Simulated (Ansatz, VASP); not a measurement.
## Two plane-wave programs on Hf2N

```
Hf N
1.0
     5.31312    0.00000    0.00000
     0.00000    5.31312    0.00000
     0.00000    0.00000    3.24210
Hf N
4 2
Direct
  0.29554 0.29554 0.00000
  0.70446 0.70446 0.00000
  0.79554 0.20446 0.50000
  0.20446 0.79554 0.50000
  0.00000 0.00000 0.00000
  0.50000 0.50000 0.50000
```

Alike in both runs: task relaxation of cell and atoms; functional r2SCAN; k mesh 1 × 1 × 2; occupations gaussian, width 0.1 eV; no spin polarisation.

|  | VASP | Ansatz |
| --- | --- | --- |
| version | VASP 6.6.1 | Ansatz 0.2.0 |
| potentials or method | VASP PAW PBE potentials, release 64 (Hf_pv, N), cutoff 600 eV | scalar-relativistic, plane waves, PAW |
| valence electrons in the cell | 50 | 114 |

VASP gave:

```
gap on the k mesh at the Fermi level, each at its own relaxed structure (eV) : none
relaxed volume (Å³/atom)                                                     : 15.89
relaxed cell length with the largest relative difference (Å)                 : 5.484
```

**Question.** What did Ansatz give for the same quantities?

**Answer.** gap on the k mesh at the Fermi level, each at its own relaxed structure (eV): none; relaxed volume (Å³/atom): 15.61; relaxed cell length with the largest relative difference (Å): 5.442.

VASP's potentials were made for PBE, not for r2SCAN. A gap of «none» marks a metal or a gap that the smearing closes. VASP's potentials hold 50 valence electrons a cell and Ansatz's 114, so a difference there can come from the potentials and not from the codes.

The k mesh is coarse, so the values compare programs but aren't converged. Spin-orbit coupling is off throughout.
